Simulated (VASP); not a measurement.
# GaC18 in VASP: further runs, part 2 of 2

VASP 6.6.1.

### 3 Single point, PBE, collinear spin, zero start

Input file INCAR:

```
SYSTEM = GaC18
PREC = Accurate
ENCUT = 520
EDIFF = 1E-7
ISMEAR = 0
SIGMA = 0.05
LREAL = Auto
LASPH = .True.
NELM = 150
ALGO = Normal
ISIF = 2
LWAVE = .False.
LCHARG = .False.
ISPIN = 2
MAGMOM = 0 0 0 0 0 0 0 0 0 0 0 0 0 0 0 0 0 0 0
LORBIT = 11
GGA = PE
NBANDS = 62
```

Input file KPOINTS:

```
Automatic mesh
0
Gamma
  2 2 1
  0 0 0
```

Input file POSCAR:

```
GaC18
1.0
    7.3980000000      0.0000000000      0.0000000000
   -3.6990000000      6.4068560000      0.0000000000
    0.0000000000      0.0000000000     12.0000000000
C Ga
18 1
Direct
    0.0012914328     -0.0033092674      0.0817707500
    0.2235321245      0.1086717104      0.0814335000
    0.0018343555      0.3299693329      0.0816620000
    0.2240044915      0.4408365039      0.0819283333
    0.0005889063      0.6626468583      0.0817004167
    0.2235130597      0.7733278226      0.0805051667
    0.3356605626     -0.0023763606      0.0792570000
    0.5588379817      0.1086721787      0.0814352500
    0.3354455901      0.3306824751      0.0817550833
    0.5575488692      0.4413980898      0.0812717500
    0.3357563213      0.6626459218      0.0817010000
    0.5578364401      0.7743617150      0.0815071667
    0.6690982306     -0.0033098918      0.0817735000
    0.8908947774      0.1080893655      0.0818978333
    0.6689368305      0.3306838799      0.0817563333
    0.8905315314      0.4408375965      0.0819276667
    0.6684476052      0.6631950211      0.0814419167
    0.8902241124      0.7743617150      0.0815045833
    0.2938209610      0.9136340820      0.2687699167
```

Potentials or basis: VASP PAW PBE potentials, release 64 (C, Ga_d).

Command:

```
cat potpaw_PBE.64/C/POTCAR potpaw_PBE.64/Ga_d/POTCAR > POTCAR
mpirun -np 1 vasp_std > vasp.out
```

OUTCAR:

```text
SYSTEM = GaC18
   PREC = Accurate
   ENCUT = 520
   EDIFF = 1E-7
   ISMEAR = 0
   LREAL = Auto
   LASPH = .True.
   NELM = 150
   ISIF = 2
   ISPIN = 2
   LORBIT = 11
   GGA = PE

 ion  position               nearest neighbor table
   1  0.001  0.997  0.082-  14 1.42   2 1.42  18 1.42
   2  0.224  0.109  0.081-   9 1.42   1 1.42   7 1.43
   3  0.002  0.330  0.082-  14 1.42   4 1.42  16 1.42
   4  0.224  0.441  0.082-   9 1.42  11 1.42   3 1.42
   5  0.001  0.663  0.082-  16 1.42  18 1.42   6 1.43
   6  0.224  0.773  0.081-   5 1.43  11 1.43   7 1.44  19 2.43
   7  0.336  0.998  0.079-   2 1.43   8 1.43   6 1.44  19 2.34
   8  0.559  0.109  0.081-  15 1.42  13 1.42   7 1.43
   9  0.335  0.331  0.082-   4 1.42   2 1.42  10 1.42
  10  0.558  0.441  0.081-  17 1.42  15 1.42   9 1.42
  11  0.336  0.663  0.082-   4 1.42  12 1.42   6 1.43
  12  0.558  0.774  0.082-  17 1.42  11 1.42  13 1.42
  13  0.669  0.997  0.082-  14 1.42   8 1.42  12 1.42
  14  0.891  0.108  0.082-   1 1.42  13 1.42   3 1.42
  15  0.669  0.331  0.082-  16 1.42   8 1.42  10 1.42
  16  0.891  0.441  0.082-  15 1.42   5 1.42   3 1.42
  17  0.668  0.663  0.081-  18 1.42  12 1.42  10 1.42
  18  0.890  0.774  0.082-  17 1.42   5 1.42   1 1.42
  19  0.294  0.914  0.269-   7 2.34   6 2.43

  LATTYP: Found a hexagonal cell.
 ALAT       =     7.3980000000
 C/A-ratio  =     1.6220600162

  Lattice vectors:

 A1 = (   7.3980000000,   0.0000000000,   0.0000000000)
 A2 = (  -3.6990000000,   6.4068560000,   0.0000000000)
 A3 = (   0.0000000000,   0.0000000000,  12.0000000000)

Analysis of symmetry for initial positions (statically):
=====================================================================
 Subroutine PRICEL returns:
 Original cell was already a primitive cell.

 Routine SETGRP: Setting up the symmetry group for a
 hexagonal supercell.

 Subroutine GETGRP returns: Found  1 space group operations
[... 210 lines left out ...]
      5     -17.8417      1.00000
      6     -17.8110      1.00000
[... 217 lines left out ...]
     53       3.8138      0.00000
     54       3.8708      0.00000
 Fermi energy:        -0.7065539749

 spin component 2

 k-point     1 :       0.0000    0.0000    0.0000
  band No.  band energies     occupation
      1     -20.5236      1.00000
      2     -18.2062      1.00000
      3     -17.9725      1.00000
      4     -17.9255      1.00000
      5     -17.8417      1.00000
      6     -17.8110      1.00000
[... 217 lines left out ...]
     53       3.8138      0.00000
     54       3.8708      0.00000
 [bands above 54 left out]

------------------------ aborting loop because EDIFF is reached ----------------------------------------

  FORCE on cell =-STRESS in cart. coord.  units (eV):
  Direction    XX          YY          ZZ          XY          YZ          ZX
  --------------------------------------------------------------------------------------
  -------------------------------------------------------------------------------------
  Total        5.3301113      5.0646435     -0.1150428     -0.0082289     -0.0220416      0.0078437
  in kB       15.0143427     14.2665490     -0.3240631     -0.0231799     -0.0620888      0.0220947
  external PRESSURE =       9.6522762 kB  Pullay stress =       0.0000000 kB

 VOLUME and BASIS-vectors are now :
 -----------------------------------------------------------------------------
  energy-cutoff  :      520.00
  volume of cell :      568.78
      direct lattice vectors                 reciprocal lattice vectors
     7.398000000  0.000000000  0.000000000     0.135171668  0.078041398  0.000000000
    -3.699000000  6.406856000  0.000000000     0.000000000  0.156082796  0.000000000
     0.000000000  0.000000000 12.000000000     0.000000000  0.000000000  0.083333333

 POSITION                                       TOTAL-FORCE (eV/Angst)
 -----------------------------------------------------------------------------------
     -3.67721      6.38565      0.98125         0.014361     -0.014704     -0.001323
      1.25171      0.69624      0.97720        -0.036603      0.004710      0.001191
     -1.20699      2.11407      0.97994        -0.004028      0.010803     -0.000486
      0.02653      2.82438      0.98314        -0.009088     -0.014223      0.000414
     -2.44677      4.24548      0.98041        -0.041195     -0.002727     -0.000504
     -1.20699      4.95460      0.96606        -0.000267      0.035472     -0.002543
[... 11 lines left out ...]
      3.72151      4.96122      0.97805         0.018791      0.021311      0.002048
     -1.20584      5.85352      3.22524         0.001480     -0.012394      0.010129
 -----------------------------------------------------------------------------------
    total drift:                               -0.007055      0.003996      0.036762

  FREE ENERGIE OF THE ION-ELECTRON SYSTEM (eV)
  ---------------------------------------------------
  free  energy   TOTEN  =      -167.2098024372 eV

  energy  without entropy=     -167.2098024372  energy(sigma->0) =     -167.20980244

 total charge

# of ion       s       p       d       tot
------------------------------------------
    1        0.861   1.794   0.000   2.655
    2        0.861   1.790   0.000   2.651
    3        0.862   1.790   0.000   2.652
    4        0.861   1.798   0.000   2.659
    5        0.861   1.793   0.000   2.653
    6        0.860   1.788   0.000   2.648
[... 11 lines left out ...]
   18        0.861   1.794   0.000   2.655
   19        1.219   0.242   9.945  11.406
--------------------------------------------------
tot         16.718  32.537   9.945  59.199

 magnetization (x)

# of ion       s       p       d       tot
------------------------------------------
    1        0.000  -0.000   0.000  -0.000
    2       -0.000  -0.000   0.000  -0.000
    3        0.000  -0.000   0.000  -0.000
    4        0.000   0.000   0.000   0.000
    5        0.000   0.000   0.000   0.000
    6        0.000   0.000   0.000   0.000
[... 11 lines left out ...]
   18        0.000   0.000   0.000   0.000
   19       -0.000   0.000   0.000  -0.000
--------------------------------------------------
tot          0.000   0.000   0.000   0.000
```

OSZICAR:

```text
N       E                     dE             d eps       ncg     rms          rms(c)
DAV:   1     0.728342801504E+03    0.72834E+03   -0.34338E+04   992   0.115E+03
DAV:   2    -0.584138814033E+02   -0.78676E+03   -0.74006E+03  1382   0.289E+02
[... 16 lines left out ...]
DAV:  19    -0.167209697983E+03   -0.83088E-04   -0.12167E-05  1096   0.748E-03    0.223E-03
DAV:  20    -0.167209753291E+03   -0.55308E-04   -0.66619E-06   974   0.441E-03    0.140E-03
DAV:  21    -0.167209784872E+03   -0.31581E-04   -0.40171E-06   918   0.370E-03    0.808E-04
DAV:  22    -0.167209795515E+03   -0.10644E-04   -0.75139E-07   938   0.197E-03    0.557E-04
DAV:  23    -0.167209801878E+03   -0.63630E-05   -0.68895E-07   852   0.160E-03    0.296E-04
DAV:  24    -0.167209802365E+03   -0.48639E-06   -0.61484E-08   848   0.875E-04    0.140E-04
DAV:  25    -0.167209802437E+03   -0.72512E-07   -0.12760E-08   866   0.481E-04
   1 F= -.16720980E+03 E0= -.16720980E+03  d E =-.191956E-15  mag=    -0.0000
```

stdout:

```text
POSCAR found type information on POSCAR C Ga
 POSCAR found :  2 types and      19 ions
 scaLAPACK will be used
 LDA part: xc-table for (Slater+PW92), standard interpolation
 POSCAR, INCAR and KPOINTS ok, starting setup
 FFT: planning ... GRIDC
 FFT: planning ... GRID_SOFT
 FFT: planning ... GRID
 WAVECAR not read
 entering main loop
```

It took 20 min on 1 thread of Intel Xeon 8259CL, shared host; peak memory 0.88 GiB.

What came out:

```yaml
Free_energy: -167.2098 eV
Largest_force: 0.042 eV/Å
Net_moment: 0.00 μB per cell
Valence_electrons_inside_the_program's_atomic_spheres: C 2.65, 2.66 (each value once); Ga 11.41
```

Forces on the atoms (eV/Å):
```
C    0.014 -0.015 -0.001
C   -0.037  0.005  0.001
C   -0.004  0.011  0.000
C   -0.009 -0.014  0.000
C   -0.041 -0.003 -0.001
C    0.000  0.035 -0.003
C   -0.003 -0.030 -0.010
C    0.036  0.011  0.003
C    0.019  0.017 -0.003
C   -0.006 -0.012 -0.001
C    0.040 -0.014  0.001
C   -0.015  0.011 -0.002
C   -0.013 -0.012  0.000
C   -0.003  0.009  0.001
C   -0.013  0.013 -0.003
C    0.019 -0.009  0.002
C   -0.004 -0.013  0.002
C    0.019  0.021  0.002
Ga   0.001 -0.012  0.010
```

Levels at points of the mesh, in eV from the Fermi level:
Spin up:
| k point | band 40 | band 41 | band 42 | band 43 | band 44 | band 45 |
| --- | --- | --- | --- | --- | --- | --- |
| (0.00, 0.00, 0.00) | -3.25 | -0.58 | -0.52 | -0.33 | -0.28 | 1.15 |
| (0.50, 0.00, 0.00) | -3.00 | -2.91 | -2.63 | 0.55 | 0.97 | 1.63 |
| (0.00, 0.50, 0.00) | -3.04 | -2.90 | -2.63 | 0.86 | 0.88 | 1.14 |
| (0.50, 0.50, 0.00) | -3.00 | -2.91 | -2.63 | 0.55 | 0.97 | 1.63 |
Spin down:
```csv
k point,band 38,band 39,band 40,band 41,band 42,band 43,band 44,band 45,band 46,band 47
"(0.00, 0.00, 0.00)",-4.02,-3.25,-3.25,-0.58,-0.52,-0.33,-0.28,1.15,1.48,2.36
"(0.50, 0.00, 0.00)",-3.19,-3.08,-3.00,-2.91,-2.63,0.55,0.97,1.63,1.82,2.25
"(0.00, 0.50, 0.00)",-3.24,-3.04,-3.04,-2.90,-2.63,0.86,0.88,1.14,2.12,2.18
"(0.50, 0.50, 0.00)",-3.19,-3.08,-3.00,-2.91,-2.63,0.55,0.97,1.63,1.82,2.25
```

Caveat: the k points lie up to 0.49 Å⁻¹ apart; there is no dipole correction, which matters where the two faces differ; no moment was typed at the start, so none could form.
